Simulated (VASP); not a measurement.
# Ti (I4/mmm) in VASP: notebook

Ti is run at these levels: PBEsol; tasks: single point.

Everything below comes from runs of VASP 6.6.1. Logs are shortened: lines on timing, memory, paths and dates and some standing lists are left out, and cuts for length are marked.

## (1) The cell of the first run

The structure is tetragonal, space group I4/mmm (No. 139). Conventional cell: a = 2.871 Å, b = 2.871 Å, c = 3.451 Å, α = 90.00°, β = 90.00°, γ = 90.00°. Within 3.5 Å of Ti (site symmetry 4/mmm) lie 14 Ti at 2.66 to 3.45 Å.

## (2) Single point, PBEsol (strain -0.1500 x Voigt [0, 0, 1, 0, 0, 0])

The input, INCAR:

```
  ALGO = Fast
  EDIFF = 1E-7
  ENCUT = 520
  GGA = PS
  ISIF = 2
  ISMEAR = 0
  LASPH = T
  LCHARG = F
  LREAL = F
  LWAVE = F
  NBANDS = 12
  NELM = 60
  PREC = Accurate
  SIGMA = 0.15
```

The input, KPOINTS:

```
k-points
0
Gamma
  20 20 20
```

The input, POSCAR:

```
Ti
1.0
    0.0000000000      2.0300000000      1.7255000000
    2.0300000000      0.0000000000      1.7255000000
    2.0300000000      2.0300000000      0.0000000000
Ti
1
Direct
    0.0000000000      0.0000000000      0.0000000000
```

Potentials or basis: VASP PAW PBE potentials, release 64 (Ti_sv).

The run is started by

```sh
$ cat potpaw_PBE.64/Ti_sv/POTCAR > POTCAR
$ mpirun -np 1 vasp_std > vasp.out
```

OUTCAR:

```text
EDIFF = 1E-7
   ENCUT = 520
   GGA = PS
   ISIF = 2
   ISMEAR = 0
   LASPH = T
   LREAL = F
   NELM = 60
   PREC = Accurate

 ion  position               nearest neighbor table
   1  0.000  0.000  0.000-

  LATTYP: Found a body centered tetragonal cell.
 ALAT       =     2.8708535316
 C/A-ratio  =     1.2020815280

  Lattice vectors:

 A1 = (   0.0000000000,  -2.0300000000,  -1.7255000000)
 A2 = (   0.0000000000,   2.0300000000,  -1.7255000000)
 A3 = (   2.0300000000,   0.0000000000,   1.7255000000)

Analysis of symmetry for initial positions (statically):
=====================================================================
 Subroutine PRICEL returns:
 Original cell was already a primitive cell.

 Routine SETGRP: Setting up the symmetry group for a
 body centered tetragonal supercell.

 Subroutine GETGRP returns: Found 16 space group operations
 (whereof 16 operations were pure point group operations)
 out of a pool of 16 trial point group operations.

The static configuration has the point symmetry D_4h.

Analysis of symmetry for dynamics (positions and initial velocities):
=====================================================================
 Subroutine PRICEL returns:
 Original cell was already a primitive cell.

 Routine SETGRP: Setting up the symmetry group for a
 body centered tetragonal supercell.

 Subroutine GETGRP returns: Found 16 space group operations
 (whereof 16 operations were pure point group operations)
 out of a pool of 16 trial point group operations.

The dynamic configuration has the point symmetry D_4h.

 Subroutine INISYM returns: Found 16 space group operations
 (whereof 16 operations are pure point group operations),
 and found     1 'primitive' translations

----------------------------------------------------------------------------------------

                                     Primitive cell

  volume of cell :      14.2212

  direct lattice vectors                    reciprocal lattice vectors
     0.000000000  2.030000000  1.725500000    -0.246305419  0.246305419  0.289771081
     2.030000000  0.000000000  1.725500000     0.246305419 -0.246305419  0.289771081
     2.030000000  2.030000000  0.000000000     0.246305419  0.246305419 -0.289771081

  length of vectors
     2.664254164  2.664254164  2.870853532     0.453100428  0.453100428  0.453100428

  position of ions in fractional coordinates (direct lattice)
     0.000000000  0.000000000  0.000000000

  ion indices of the primitive-cell ions
   primitive index   ion index
                 1           1

----------------------------------------------------------------------------------------

 KPOINTS: k-points

Automatic generation of k-mesh.
 Grid dimensions read from file:
 generate k-points for:   20   20   20

 Generating k-lattice:

  Cartesian coordinates                     Fractional coordinates (reciprocal lattice)
    -0.012315271  0.012315271  0.014488554     0.050000000 -0.000000000  0.000000000
     0.012315271 -0.012315271  0.014488554    -0.000000000  0.050000000  0.000000000
     0.012315271  0.012315271 -0.014488554     0.000000000  0.000000000  0.050000000

  Length of vectors
     0.022655021  0.022655021  0.022655021

  Shift w.r.t. Gamma in fractional coordinates (k-lattice)
     0.000000000  0.000000000  0.000000000

 Subroutine IBZKPT returns following result:
 ===========================================

 Found    641 irreducible k-points:

 Following reciprocal coordinates:
            Coordinates               Weight
  0.000000  0.000000  0.000000      1.000000
  0.050000  0.000000  0.000000      8.000000
  0.100000  0.000000  0.000000      8.000000
  0.150000  0.000000  0.000000      8.000000
  0.200000  0.000000  0.000000      8.000000
  0.250000  0.000000  0.000000      8.000000
[... 16 lines left out ...]
 -0.400000  0.050000  0.000000      8.000000
 -0.350000  0.050000  0.000000      8.000000
 [... further k-points ...]
   k-points           NKPTS =    641   k-points in BZ     NKDIM =    641   number of bands    NBANDS=     12
   number of dos      NEDOS =    301   number of ions     NIONS =      1
   total plane-waves  NPLWV =   9600
   dimension x,y,z NGX =    20 NGY =   20 NGZ =   24
   dimension x,y,z NGXF=    40 NGYF=   40 NGZF=   48
   ions per type =               1
   NGX,Y,Z   is equivalent  to a cutoff of  12.48, 12.48, 13.90 a.u.
   NGXF,Y,Z  is equivalent  to a cutoff of  24.96, 24.96, 27.80 a.u.
 SYSTEM =  unknown system
   PREC   = accura    normal or accurate (medium, high low for compatibility)
   ISTART =      0    job   : 0-new  1-cont  2-samecut
   ICHARG =      2    charge: 1-file 2-atom 10-const
   ISPIN  =      1    spin polarized calculation?
   LNONCOLLINEAR =      F non collinear calculations
   LSORBIT =      F    spin-orbit coupling
   LASPH  =      T    aspherical Exc in radial PAW
   ENCUT  =  520.0 eV  38.22 Ry    6.18 a.u.   4.95  4.95  5.34*2*pi/ulx,y,z
   NELM   =     60;   NELMIN=  2; NELMDL= -5     # of ELM steps
   EDIFF  = 0.1E-06   stopping-criterion for ELM
   LREAL  =      F    real-space projection
   EDIFFG = 0.1E-05   stopping-criterion for IOM
   NSW    =      0    number of steps for IOM
   IBRION =     -1    ionic relax: 0-MD 1-quasi-New 2-CG
   NFREE  =      0    steps in history (QN), initial steepest desc. (CG)
   ISIF   =      2    stress and relaxation
   ISYM   =      2    0-nonsym 1-usesym 2-fastsym
   POTIM  = 0.5000    time-step for ionic-motion
   TEBEG  =    0.0;   TEEND  =   0.0 temperature during run
   PSTRESS=    0.0 pullay stress
   NELECT =      12.0000    total number of electrons
   NUPDOWN=      -1.0000    fix difference up-down
   EMIN   =  10.00;   EMAX   =-10.00  energy-range for DOS
   EFERMI =   0.00;   METHOD = LEGACY
   ISMEAR =     0;   SIGMA  =   0.15  broadening in eV -4-tet -1-fermi 0-gaus
   EFERMI_NEDOS =   21; number of points for ismear=-14 and -15
   IALGO  =     68    algorithm
   IMIX   =      4    mixing-type and parameters
     AMIX     =   0.40;   BMIX     =  1.00
     AMIX_MAG =   1.60;   BMIX_MAG =  1.00
  volume/ion in A,a.u.               =      14.22        95.97
  Fermi-wavevector in a.u.,A,eV,Ry     =   1.546997  2.923401 32.561473  2.393201
  Thomas-Fermi vector in A             =   2.652154
   LORBIT       =      0    0 simple, 1 ext, 2 COOP (PROOUT), +10 PAW based schemes
   GGA     = PS    functional components
   LHFCALC =     F    Hartree Fock is set to
   AEXX    =    0.0000 exact exchange contribution
   IVDW    =     0    specifies the selected vdW correction
   LEPSILON=     F    determine dielectric tensor
   LRPA    =     F    only Hartree local field effects (RPA)
 non-spin polarized calculation
 RMM-DIIS sequential band-by-band and
 Gauss-broadening in eV      SIGMA  =   0.15
  energy-cutoff  :      520.00
  volume of cell :       14.22
 maximum number of plane-waves:       410
   NGX =  9   NGY =  9   NGZ = 11

 number of electron      11.9999997 magnetization

 Free energy of the ion-electron system (eV)
  ---------------------------------------------------
  ext. energy  EPLUGINS =         0.00000000
  ---------------------------------------------------
  free energy    TOTEN  =        -8.11649178 eV

  energy without entropy =       -8.09619464  energy(sigma->0) =       -8.10634321

 E-fermi :  10.3087     XC(G=0): -12.6232

 val. band max:       10.3069084235   @ k =   0.4500   0.1000   0.3000
 cond. band min:      10.3092095998   @ k =   0.5000   0.0500   0.2500
 fundamental gap:      0.0023011763
 Fermi energy:        10.3087178751

 k-point     1 :       0.0000    0.0000    0.0000
  band No.  band energies     occupation
      1     -45.7987      2.00000
      2     -21.4220      2.00000
      3     -21.4220      2.00000
      4     -21.4109      2.00000
      5       3.8886      2.00000
      6      11.0581      0.00000
      7      11.0581      0.00000
      8      12.4349      0.00000
      9      12.4795      0.00000
     10      14.0485      0.00000
     11      27.2557      0.00000
     12      30.5599      0.00000

 k-point     2 :       0.0500    0.0000    0.0000
  band No.  band energies     occupation
      1     -45.7920      2.00000
      2     -21.4515      2.00000
      3     -21.4291      2.00000
      4     -21.4158      2.00000
      5       3.9891      2.00000
      6      11.0445      0.00000
      7      11.0905      0.00000
      8      12.4122      0.00000
      9      12.4730      0.00000
     10      14.0126      0.00000
     11      27.3574      0.00000
     12      30.5061      0.00000

 k-point     3 :       0.1000    0.0000    0.0000
  band No.  band energies     occupation
      1     -45.7725      2.00000
      2     -21.5471      2.00000
      3     -21.4496      2.00000
      4     -21.4192      2.00000
      5       4.2827      2.00000
      6      10.9850      0.00000
      7      11.1596      0.00000
      8      12.3723      0.00000
      9      12.4851      0.00000
     10      13.9199      0.00000
     11      27.6048      0.00000
     12      29.6597      0.00000

 k-point     4 :       0.1500    0.0000    0.0000
  band No.  band energies     occupation
      1     -45.7420      2.00000
      2     -21.6950      2.00000
      3     -21.4814      2.00000
      4     -21.4235      2.00000
      5       4.7454      2.00000
      6      10.8485      0.00000
      7      11.1870      0.00000
      8      12.3710      0.00000
      9      12.6025      0.00000
     10      13.8091      0.00000
     11      27.7686      0.00000
     12      28.6860      0.00000

 k-point     5 :       0.2000    0.0000    0.0000
  band No.  band energies     occupation
      1     -45.7032      2.00000
      2     -21.8786      2.00000
      3     -21.5213      2.00000
      4     -21.4289      2.00000
      5       5.3330      2.00000
      6      10.6529      0.00117
      7      11.1092      0.00000
      8      12.4204      0.00000
      9      12.8958      0.00000
     10      13.7335      0.00000
     11      27.0664      0.00000
     12      28.1800      0.00000
[... 228 lines left out ...]
      1     -45.5132      2.00000
      2     -22.6920      2.00000
      3     -21.7139      2.00000
      4     -21.4761      2.00000
      5       7.3385      2.00000
      6      10.3873      0.45867
      7      11.4152      0.00000
      8      12.3298      0.00000
      9      14.6880      0.00000
     10      15.3395      0.00000
     11      21.0111      0.00000
     12      25.8156      0.00000

 k-point    22 :      -0.4500    0.0500    0.0000
  band No.  band energies     occupation
      1     -45.5180      2.00000
      2     -22.6716      2.00000
      3     -21.7054      2.00000
      4     -21.4812      2.00000
      5       7.3344      2.00000
      6      10.4025      0.37653
      7      11.2876      0.00000
      8      12.3701      0.00000
      9      14.6942      0.00000
     10      15.1946      0.00000
     11      21.2034      0.00000
     12      25.8920      0.00000

 k-point    23 :      -0.4000    0.0500    0.0000
  band No.  band energies     occupation
      1     -45.5362      2.00000
      2     -22.5942      2.00000
      3     -21.6840      2.00000
      4     -21.4842      2.00000
      5       7.2816      2.00000
      6      10.4801      0.10605
      7      10.9940      0.00000
      8      12.3201      0.00000
      9      14.5897      0.00000
     10      14.8386      0.00000
     11      21.9400      0.00000
     12      26.1891      0.00000

 k-point    24 :      -0.3500    0.0500    0.0000
  band No.  band energies     occupation
      1     -45.5661      2.00000
      2     -22.4663      2.00000
      3     -21.6518      2.00000
      4     -21.4847      2.00000
      5       7.1058      2.00000
      6      10.6147      0.00392
      7      10.6603      0.00092
      8      12.2660      0.00000
      9      14.3376      0.00000
     10      14.4240      0.00000
     11      23.0344      0.00000
     12      26.6814      0.00000

 [... further k-points ...]

------------------------ aborting loop because EDIFF is reached ----------------------------------------

  FORCE on cell =-STRESS in cart. coord.  units (eV):
  Direction    XX          YY          ZZ          XY          YZ          ZX
  --------------------------------------------------------------------------------------
  -------------------------------------------------------------------------------------
  Total        1.9351927      1.9351927      2.1121236      0.0000000      0.0000000     -0.0000000
  in kB      218.0207137    218.0207137    237.9539233      0.0000000      0.0000000     -0.0000000
  external PRESSURE =     224.6651169 kB  Pullay stress =       0.0000000 kB

 VOLUME and BASIS-vectors are now :
 -----------------------------------------------------------------------------
  energy-cutoff  :      520.00
  volume of cell :       14.22
      direct lattice vectors                 reciprocal lattice vectors
     0.000000000  2.030000000  1.725500000    -0.246305419  0.246305419  0.289771081
     2.030000000  0.000000000  1.725500000     0.246305419 -0.246305419  0.289771081
     2.030000000  2.030000000  0.000000000     0.246305419  0.246305419 -0.289771081

 POSITION                                       TOTAL-FORCE (eV/Angst)
 -----------------------------------------------------------------------------------
      0.00000      0.00000      0.00000         0.000000     -0.000000      0.000000
 -----------------------------------------------------------------------------------
    total drift:                               -0.000000     -0.000000     -0.000000

  FREE ENERGIE OF THE ION-ELECTRON SYSTEM (eV)
  ---------------------------------------------------
  free  energy   TOTEN  =        -8.1164917820 eV

  energy  without entropy=       -8.0961946363  energy(sigma->0) =       -8.10634321
```

Run time: 3.2 min. Hardware: 1 thread of AMD EPYC 7R13 (Zen 3), shared host; peak memory 0.19 GiB.

What came out:

```
Free energy            : -8.1165 eV
Pressure               : 22.5 GPa
Band gap on the k mesh : zero (bands 6 and 7 overlap by 1.64 eV)
```

Stress tensor (GPa, compression positive):
```
21.80  0.00  0.00
 0.00 21.80  0.00
 0.00  0.00 23.80
```

Caveat: the cell differs from its parent crystal (strain -0.1500 x Voigt [0, 0, 1, 0, 0, 0]); the cell stands under pressure; the PAW data sets were made with another functional, which shifts forces and pressure a little.

## (3) Single point, PBEsol (strain -0.1125 x Voigt [0, 0, 1, 0, 0, 0])

The input, INCAR:

```
PREC = Accurate
ENCUT = 520
EDIFF = 1E-6
ISMEAR = 0
SIGMA = 0.15
LREAL = False
LASPH = True
NELM = 80
ALGO = Normal
ISIF = 2
LWAVE = False
LCHARG = False
GGA = PS
NBANDS = 12
```

The input, KPOINTS:

```
Automatic mesh
0
Gamma
  20 20 20
```

The input, POSCAR:

```
Ti
1.0
    0.0000000000      2.0300000000      1.8016250000
    2.0300000000      0.0000000000      1.8016250000
    2.0300000000      2.0300000000      0.0000000000
Ti
1
Direct
    0.0000000000      0.0000000000      0.0000000000
```

Potentials or basis: VASP PAW PBE potentials, release 64 (Ti_sv).

The run is started by

```sh
$ cat potpaw_PBE.64/Ti_sv/POTCAR > POTCAR
$ mpirun -np 1 vasp_std > vasp.out
```

It took 76 s on 1 thread of AMD EPYC 7R13 (Zen 3), shared host; peak memory 0.19 GiB.

It converged, with:

```
Free energy            : -8.1976 eV
Pressure               : 15.5 GPa
Band gap on the k mesh : zero (bands 6 and 7 overlap by 1.60 eV)
```

Stress tensor (GPa, compression positive):
```
14.52  0.00  0.00
 0.00 14.52  0.00
 0.00  0.00 17.42
```

Levels at points of the mesh, in eV from the Fermi level:
```
           k point  band 3  band 4  band 5  band 6  band 7  band 8  band 9  band 10
(0.00, 0.00, 0.00)  -31.92  -31.90   -6.39    0.74    0.74    1.75    2.31     3.48
(0.50, 0.00, 0.00)  -32.14  -31.97   -2.95    0.21    1.22    1.55    4.05     4.65
(0.50, 0.50, 0.00)  -32.44  -32.44   -3.12   -2.40    4.34    4.72    4.72     5.50
(0.50, 0.00, 0.50)  -32.32  -32.13   -3.13   -1.92    2.92    4.21    4.28     5.02
```

Caveat: the cell differs from its parent crystal (strain -0.1125 x Voigt [0, 0, 1, 0, 0, 0]); the cell stands under pressure; the PAW data sets were made with another functional, which shifts forces and pressure a little.

## (4) Single point, PBEsol (strain -0.0750 x Voigt [0, 0, 1, 0, 0, 0])

The input, INCAR:

```
SYSTEM = Ti
ALGO = Fast
EDIFF = 1E-6
ENCUT = 520
GGA = PS
ISIF = 2
ISMEAR = 0
LASPH = .TRUE.
LCHARG = .FALSE.
LREAL = .FALSE.
LWAVE = .FALSE.
NBANDS = 12
NELM = 100
PREC = Accurate
SIGMA = 0.15
```

The input, KPOINTS:

```
k-points
0
G
  20 20 20
  0 0 0
```

The input, POSCAR:

```
Ti
1.0
    0.0000000000      2.0300000000      1.8777500000
    2.0300000000      0.0000000000      1.8777500000
    2.0300000000      2.0300000000      0.0000000000
Ti
1
Direct
    0.0000000000      0.0000000000      0.0000000000
```

The run is started by

```sh
$ cat potpaw_PBE.64/Ti_sv/POTCAR > POTCAR
$ mpirun -np 1 vasp_std > vasp.out
```

Wall time 3.4 min (1 thread of AMD EPYC 7R13 (Zen 3), shared host); peak memory 0.2 GiB.

The run converged. Its results:

```yaml
Free_energy: -8.2533 eV
Pressure: 9.3 GPa
Band_gap_on_the_k_mesh: zero (bands 6 and 7 overlap by 1.51 eV)
```

Stress tensor (GPa, compression positive):
```
 8.44  0.00  0.00
 0.00  8.44  0.00
 0.00  0.00 10.92
```

Levels at points of the mesh, in eV from the Fermi level:
```tsv
k point	band 4	band 5	band 6	band 7	band 8	band 9
(0.00, 0.00, 0.00)	-32.06	-6.33	0.77	0.77	1.42	2.43
(0.50, 0.00, 0.00)	-32.14	-2.86	0.41	1.01	1.23	3.95
(0.50, 0.50, 0.00)	-32.49	-2.98	-2.19	4.11	4.48	4.48
(0.50, 0.00, 0.50)	-32.31	-3.00	-1.92	2.94	4.07	4.20
```

Caveat: the cell differs from its parent crystal (strain -0.0750 x Voigt [0, 0, 1, 0, 0, 0]); the cell stands under pressure; the PAW data sets were made with another functional, which shifts forces and pressure a little.

## (5) The runs side by side

| cell | gap on the mesh (eV) | pressure (GPa) |
| --- | --- | --- |
| a = 2.664, b = 2.664, c = 2.871 Å, angles 57.4, 57.4, 65.2°, 1 atom | none | 22.5 |
| a = 2.714, b = 2.714, c = 2.871 Å, angles 58.1, 58.1, 63.9°, 1 atom | none | 15.5 |
| a = 2.765, b = 2.765, c = 2.871 Å, angles 58.7, 58.7, 62.5°, 1 atom | none | 9.3 |

Alike in all rows: task single point; level PBEsol; potentials or basis VASP PAW PBE potentials, release 64 (Ti_sv); no spin polarisation; k mesh 20 × 20 × 20; cutoff (eV) 520; smearing gaussian 0.15 eV.

Caveats: the cell stands under pressure; the PAW data sets were made with another functional, which shifts forces and pressure a little.

Absolute energies hang on the potentials; compare differences alone.
